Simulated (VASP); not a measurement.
# Sc (P6_3/mmc) in VASP: a series of runs

Sc is run at these levels: r2SCAN; tasks: single point.

All numbers are computed with VASP 6.6.1; they aren't measurements. Logs are shortened: lines on timing, memory, paths and dates and some standing lists are left out, and cuts for length are marked.

## 1. The cell of the first run

The structure is hexagonal, space group P6_3/mmc (No. 194). Conventional cell: a = 3.312 Å, b = 3.312 Å, c = 5.161 Å, α = 90.00°, β = 90.00°, γ = 120.00°. Within 4.2 Å of Sc (site symmetry -6m2) lie 12 Sc at 3.21 to 3.31 Å.

## 2. Single point, r2SCAN

POSCAR reads:

```
Sc
1.0
    3.3120073978      0.0000000000      0.0000000000
   -1.6560036989      2.8682825440      0.0000000000
    0.0000000000      0.0000000000      5.1605064625
Sc
2
Direct
    0.3333333333      0.6666666667      0.7500000000
    0.6666666667      0.3333333333      0.2500000000
```

INCAR.step1 reads:

```
ALGO = Normal
EDIFF = 1E-4
ENCUT = 520
GGA = PE
ISMEAR = 0
LASPH = T
LCHARG = F
LREAL = F
LWAVE = T
NBANDS = 18
NELM = 80
PREC = Accurate
SIGMA = 0.05
```

INCAR.step2 reads:

```
ALGO = Normal
EDIFF = 1E-7
ENCUT = 520
ISIF = 2
ISMEAR = 0
ISTART = 1
LASPH = T
LCHARG = T
LELF = T
LMIXTAU = T
LREAL = F
LVHAR = T
LWAVE = F
METAGGA = R2SCAN
NBANDS = 18
NELM = 80
PREC = Accurate
SIGMA = 0.05
```

KPOINTS reads:

```
k-points
0
Gamma
  14 14 8
```

Potentials or basis: VASP PAW PBE potentials, release 64 (Sc_sv).

Started as:

```console
$ cat potpaw_PBE.64/Sc_sv/POTCAR > POTCAR
$ cp INCAR.step1 INCAR
$ mpirun -np 1 vasp_std > vasp.out
$ cp INCAR.step2 INCAR
$ mpirun -np 1 vasp_std > vasp.out
```

OUTCAR:

```text
EDIFF = 1E-7
   ENCUT = 520
   ISIF = 2
   ISMEAR = 0
   ISTART = 1
   LASPH = T
   LREAL = F
   METAGGA = R2SCAN
   NELM = 80
   PREC = Accurate

 ion  position               nearest neighbor table
   1  0.333  0.667  0.750-   2 3.21   2 3.21   2 3.21   2 3.21   2 3.21   2 3.21
   2  0.667  0.333  0.250-   1 3.21   1 3.21   1 3.21   1 3.21   1 3.21   1 3.21

  LATTYP: Found a hexagonal cell.
 ALAT       =     3.3120073978
 C/A-ratio  =     1.5581204516

  Lattice vectors:

 A1 = (   3.3120073978,   0.0000000000,   0.0000000000)
 A2 = (  -1.6560036989,   2.8682825440,   0.0000000000)
 A3 = (   0.0000000000,   0.0000000000,   5.1605064625)

Analysis of symmetry for initial positions (statically):
=====================================================================
 Subroutine PRICEL returns:
 Original cell was already a primitive cell.

 Routine SETGRP: Setting up the symmetry group for a
 hexagonal supercell.

 Subroutine GETGRP returns: Found 24 space group operations
 (whereof 12 operations were pure point group operations)
 out of a pool of 24 trial point group operations.

The static configuration has the point symmetry D_3d.
 The point group associated with its full space group is D_6h.

Analysis of symmetry for dynamics (positions and initial velocities):
=====================================================================
 Subroutine PRICEL returns:
 Original cell was already a primitive cell.

 Routine SETGRP: Setting up the symmetry group for a
 hexagonal supercell.

 Subroutine GETGRP returns: Found 24 space group operations
 (whereof 12 operations were pure point group operations)
 out of a pool of 24 trial point group operations.

The dynamic configuration has the point symmetry D_3d.
 The point group associated with its full space group is D_6h.

 Subroutine INISYM returns: Found 24 space group operations
 (whereof 12 operations are pure point group operations),
 and found     1 'primitive' translations

----------------------------------------------------------------------------------------

                                     Primitive cell

  volume of cell :      49.0236

  direct lattice vectors                    reciprocal lattice vectors
     3.312007398  0.000000000  0.000000000     0.301931693  0.174320344  0.000000000
    -1.656003699  2.868282544  0.000000000     0.000000000  0.348640688  0.000000000
     0.000000000  0.000000000  5.160506462     0.000000000  0.000000000  0.193779430

  length of vectors
     3.312007398  3.312007398  5.160506462     0.348640688  0.348640688  0.193779430

  position of ions in fractional coordinates (direct lattice)
     0.333333333  0.666666667  0.750000000
     0.666666667  0.333333333  0.250000000

  ion indices of the primitive-cell ions
   primitive index   ion index
                 1           1
                 2           2

----------------------------------------------------------------------------------------

 KPOINTS: k-points

Automatic generation of k-mesh.
 Grid dimensions read from file:
 generate k-points for:   14   14    8

 Generating k-lattice:

  Cartesian coordinates                     Fractional coordinates (reciprocal lattice)
     0.021566549  0.012451453  0.000000000     0.071428571  0.000000000  0.000000000
     0.000000000  0.024902906  0.000000000     0.000000000  0.071428571  0.000000000
     0.000000000  0.000000000  0.024222429     0.000000000  0.000000000  0.125000000

  Length of vectors
     0.024902906  0.024902906  0.024222429

  Shift w.r.t. Gamma in fractional coordinates (k-lattice)
     0.000000000  0.000000000  0.000000000

 Subroutine IBZKPT returns following result:
 ===========================================

 Found    120 irreducible k-points:

 Following reciprocal coordinates:
            Coordinates               Weight
  0.000000  0.000000  0.000000      1.000000
  0.071429 -0.000000  0.000000      6.000000
  0.142857 -0.000000  0.000000      6.000000
  0.214286 -0.000000  0.000000      6.000000
  0.285714  0.000000  0.000000      6.000000
  0.357143 -0.000000  0.000000      6.000000
[... 16 lines left out ...]
  0.285714  0.285714  0.000000      6.000000
  0.357143  0.285714  0.000000      6.000000
 [... further k-points ...]
   k-points           NKPTS =    120   k-points in BZ     NKDIM =    120   number of bands    NBANDS=     18
   number of dos      NEDOS =    301   number of ions     NIONS =      2
   total plane-waves  NPLWV =  31360
   dimension x,y,z NGX =    28 NGY =   28 NGZ =   40
   dimension x,y,z NGXF=    56 NGYF=   56 NGZF=   80
   ions per type =               2
   NGX,Y,Z   is equivalent  to a cutoff of  14.05, 14.05, 12.89 a.u.
   NGXF,Y,Z  is equivalent  to a cutoff of  28.11, 28.11, 25.77 a.u.
 SYSTEM =  unknown system
   PREC   = accura    normal or accurate (medium, high low for compatibility)
   ISTART =      1    job   : 0-new  1-cont  2-samecut
   ICHARG =      0    charge: 1-file 2-atom 10-const
   ISPIN  =      1    spin polarized calculation?
   LNONCOLLINEAR =      F non collinear calculations
   LSORBIT =      F    spin-orbit coupling
   LASPH  =      T    aspherical Exc in radial PAW
   ENCUT  =  520.0 eV  38.22 Ry    6.18 a.u.   6.16  6.16  9.60*2*pi/ulx,y,z
   NELM   =     80;   NELMIN=  2; NELMDL=  0     # of ELM steps
   EDIFF  = 0.1E-06   stopping-criterion for ELM
   LREAL  =      F    real-space projection
   EDIFFG = 0.1E-05   stopping-criterion for IOM
   NSW    =      0    number of steps for IOM
   IBRION =     -1    ionic relax: 0-MD 1-quasi-New 2-CG
   NFREE  =      0    steps in history (QN), initial steepest desc. (CG)
   ISIF   =      2    stress and relaxation
   ISYM   =      2    0-nonsym 1-usesym 2-fastsym
   POTIM  = 0.5000    time-step for ionic-motion
   TEBEG  =    0.0;   TEEND  =   0.0 temperature during run
   PSTRESS=    0.0 pullay stress
   NELECT =      22.0000    total number of electrons
   NUPDOWN=      -1.0000    fix difference up-down
   EMIN   =  10.00;   EMAX   =-10.00  energy-range for DOS
   EFERMI =   0.00;   METHOD = LEGACY
   ISMEAR =     0;   SIGMA  =   0.05  broadening in eV -4-tet -1-fermi 0-gaus
   EFERMI_NEDOS =   21; number of points for ismear=-14 and -15
   IALGO  =     38    algorithm
   IMIX   =      4    mixing-type and parameters
     AMIX     =   0.40;   BMIX     =  1.00
     AMIX_MAG =   1.60;   BMIX_MAG =  1.00
  volume/ion in A,a.u.               =      24.51       165.41
  Fermi-wavevector in a.u.,A,eV,Ry     =   1.253374  2.368533 21.374009  1.570945
  Thomas-Fermi vector in A             =   2.387229
   LORBIT       =      0    0 simple, 1 ext, 2 COOP (PROOUT), +10 PAW based schemes
   METAGGA = R2SCAN    functional components
   LHFCALC =     F    Hartree Fock is set to
   AEXX    =    0.0000 exact exchange contribution
   IVDW    =     0    specifies the selected vdW correction
   LEPSILON=     F    determine dielectric tensor
   LRPA    =     F    only Hartree local field effects (RPA)
 non-spin polarized calculation
 Gauss-broadening in eV      SIGMA  =   0.05
  energy-cutoff  :      520.00
  volume of cell :       49.02
 maximum number of plane-waves:      1345
 NGX is ok and might be reduce to    28
   NGX = 13   NGY = 13   NGZ = 19

 number of electron      21.9999995 magnetization

 Free energy of the ion-electron system (eV)
  ---------------------------------------------------
  ext. energy  EPLUGINS =         0.00000000
  ---------------------------------------------------
  free energy    TOTEN  =       -22.71040453 eV

  energy without entropy =      -22.70546720  energy(sigma->0) =      -22.70793587

 E-fermi :   3.7552     XC(G=0): -10.6286

 val. band max:        3.7512688486   @ k =   0.3571  -0.0000   0.1250
 cond. band min:       3.7600071720   @ k =   0.1429   0.0714   0.0000
 fundamental gap:      0.0087383234
 Fermi energy:         3.7551601124

 k-point     1 :       0.0000    0.0000    0.0000
  band No.  band energies     occupation
      1     -47.7473      2.00000
      2     -47.6714      2.00000
      3     -25.6223      2.00000
      4     -25.2512      2.00000
      5     -25.2512      2.00000
      6     -25.1822      2.00000
[... 10 lines left out ...]
     17       6.3580      0.00000
     18       6.3580      0.00000

 k-point     2 :       0.0714   -0.0000    0.0000
  band No.  band energies     occupation
      1     -47.7447      2.00000
      2     -47.6705      2.00000
      3     -25.6152      2.00000
      4     -25.2648      2.00000
      5     -25.2560      2.00000
      6     -25.1965      2.00000
[... 10 lines left out ...]
     17       6.2579      0.00000
     18       6.2831      0.00000

 k-point     3 :       0.1429   -0.0000    0.0000
  band No.  band energies     occupation
      1     -47.7374      2.00000
      2     -47.6682      2.00000
      3     -25.5945      2.00000
      4     -25.3031      2.00000
      5     -25.2689      2.00000
      6     -25.2360      2.00000
[... 10 lines left out ...]
     17       6.2559      0.00000
     18       6.3485      0.00000

 k-point     4 :       0.2143   -0.0000    0.0000
  band No.  band energies     occupation
      1     -47.7265      2.00000
      2     -47.6653      2.00000
      3     -25.5625      2.00000
      4     -25.3590      2.00000
      5     -25.2915      2.00000
      6     -25.2870      2.00000
[... 375 lines left out ...]
      4     -25.4255      2.00000
      5     -25.3966      2.00000
      6     -25.3855      2.00000
[... 10 lines left out ...]
     17       7.8790      0.00000
     18       7.9794      0.00000

 k-point    23 :       0.2857    0.2857    0.0000
  band No.  band energies     occupation
      1     -47.6786      2.00000
      2     -47.6647      2.00000
      3     -25.4838      2.00000
      4     -25.4304      2.00000
      5     -25.3909      2.00000
      6     -25.3834      2.00000
[... 10 lines left out ...]
     17       7.8797      0.00000
     18       7.9521      0.00000

 k-point    24 :       0.3571    0.2857    0.0000
  band No.  band energies     occupation
      1     -47.6737      2.00000
      2     -47.6675      2.00000
      3     -25.4855      2.00000
      4     -25.4106      2.00000
      5     -25.4100      2.00000
      6     -25.3662      2.00000
[... 10 lines left out ...]
     17       7.7672      0.00000
     18       7.9403      0.00000

 [... further k-points ...]
[... 5 lines left out ...]
  --------------------------------------------------------------------------------------
  -------------------------------------------------------------------------------------
  Total        0.3295827      0.3295827      0.3297897      0.0000000      0.0000000     -0.0000000
  in kB       10.7713319     10.7713319     10.7780964      0.0000000      0.0000000     -0.0000000
  external PRESSURE =      10.7735867 kB  Pullay stress =       0.0000000 kB

 VOLUME and BASIS-vectors are now :
 -----------------------------------------------------------------------------
  energy-cutoff  :      520.00
  volume of cell :       49.02
      direct lattice vectors                 reciprocal lattice vectors
     3.312007398  0.000000000  0.000000000     0.301931693  0.174320344  0.000000000
    -1.656003699  2.868282544  0.000000000     0.000000000  0.348640688  0.000000000
     0.000000000  0.000000000  5.160506462     0.000000000  0.000000000  0.193779430

 POSITION                                       TOTAL-FORCE (eV/Angst)
 -----------------------------------------------------------------------------------
     -0.00000      1.91219      3.87038         0.000000      0.000000      0.000000
      1.65600      0.95609      1.29013        -0.000000      0.000000      0.000000
 -----------------------------------------------------------------------------------
    total drift:                               -0.000000      0.000000     -0.000000

  FREE ENERGIE OF THE ION-ELECTRON SYSTEM (eV)
  ---------------------------------------------------
  free  energy   TOTEN  =       -22.7104045306 eV

  energy  without entropy=      -22.7054672041  energy(sigma->0) =      -22.70793587
```

Wall time 6.2 min (1 thread of Oxide Virtual Turin-like, shared host); peak memory 0.2 GiB.

What came out:

| Property | Result |
| --- | --- |
| Free energy | -22.7104 eV |
| Pressure | 1.1 GPa |
| Band gap on the k mesh | zero (bands 11 and 12 overlap by 1.60 eV) |

Levels at points of the mesh, in eV from the Fermi level:
```
           k point  band 7  band 8  band 9  band 10  band 11  band 12  band 13  band 14  band 15  band 16
(0.00, 0.00, 0.00)  -28.94  -28.92   -5.51    -1.71     0.48     1.81     1.81     2.09     2.30     2.30
(0.50, 0.00, 0.00)  -29.03  -28.98   -1.72    -1.14    -0.68    -0.42     1.43     1.56     2.07     4.08
(0.00, 0.00, 0.50)  -28.97  -28.97   -3.88    -3.88     1.10     1.10     1.73     1.73     1.73     1.73
(0.50, 0.00, 0.50)  -29.03  -29.03   -1.54    -1.54     0.05     0.05     1.33     1.33     2.63     2.63
```

Caveat: the PAW data sets were made with another functional, which shifts forces and pressure a little.

## 3. Single point, r2SCAN

This run uses another cell than the first one, of 24.89 Å³/atom.

POSCAR reads:

```
Sc
1.0
    3.3291670722      0.0000000000      0.0000000000
   -1.6645835361      2.8831432580      0.0000000000
    0.0000000000      0.0000000000      5.1872433022
Sc
2
Direct
    0.3333333333      0.6666666667      0.7500000000
    0.6666666667      0.3333333333      0.2500000000
```

INCAR.step1 reads:

```
SYSTEM = Sc
ALGO     = Normal         ! electronic algorithm
EDIFF    = 1E-4           ! SCF threshold, eV
ENCUT    = 520            ! plane-wave cutoff, eV
GGA      = PE             ! functional
ISMEAR   = 0              ! smearing method
LASPH    = .True.         ! aspherical terms in the spheres
LCHARG   = .False.        ! write CHGCAR
LREAL    = .False.        ! projectors in reciprocal space
LWAVE    = .True.         ! write WAVECAR
NBANDS   = 18             ! bands
NELM     = 80             ! most SCF steps
PREC     = Accurate       ! precision mode
SIGMA    = 0.05           ! smearing width, eV
```

INCAR.step2 reads:

```
SYSTEM = Sc
ALGO     = Normal         ! electronic algorithm
EDIFF    = 1E-6           ! SCF threshold, eV
ENCUT    = 520            ! plane-wave cutoff, eV
ISIF     = 2              ! what is computed and relaxed
ISMEAR   = 0              ! smearing method
ISTART   = 1            
LASPH    = .True.         ! aspherical terms in the spheres
LCHARG   = .False.        ! write CHGCAR
LMIXTAU  = .True.       
LREAL    = .False.        ! projectors in reciprocal space
LWAVE    = .False.        ! write WAVECAR
METAGGA  = R2SCAN         ! meta-GGA
NBANDS   = 18             ! bands
NELM     = 80             ! most SCF steps
PREC     = Accurate       ! precision mode
SIGMA    = 0.05           ! smearing width, eV
```

KPOINTS reads:

```
k-points
0
Gamma
  14 14 8
  0 0 0
```

Potentials or basis: VASP PAW PBE potentials, release 64 (Sc_sv).

Started as:

```console
$ cat potpaw_PBE.64/Sc_sv/POTCAR > POTCAR
$ cp INCAR.step1 INCAR
$ mpirun -np 1 vasp_std > vasp.out
$ cp INCAR.step2 INCAR
$ mpirun -np 1 vasp_std > vasp.out
```

Run time: 5 min. Hardware: 1 thread of Oxide Virtual Turin-like, shared host; peak memory 0.2 GiB.

The run converged. Its results:

| Property | Result |
| --- | --- |
| Free energy | -22.7136 eV |
| Pressure | 0.2 GPa |
| Band gap on the k mesh | zero (bands 11 and 12 overlap by 1.58 eV) |

Stress tensor (GPa, compression positive):
```
0.15 0.00 0.00
0.00 0.15 0.00
0.00 0.00 0.27
```

Levels at points of the mesh, in eV from the Fermi level:
```
           k point  band 8  band 9  band 10  band 11  band 12  band 13  band 14  band 15
(0.00, 0.00, 0.00)  -28.97   -5.48    -1.68     0.44     1.79     1.79     2.07     2.27
(0.50, 0.00, 0.00)  -29.03   -1.71    -1.13    -0.66    -0.42     1.40     1.54     2.04
(0.00, 0.00, 0.50)  -29.02   -3.87    -3.87     1.10     1.10     1.71     1.71     1.71
(0.50, 0.00, 0.50)  -29.07   -1.51    -1.51     0.04     0.04     1.31     1.31     2.60
```

Caveat: the PAW data sets were made with another functional, which shifts forces and pressure a little.
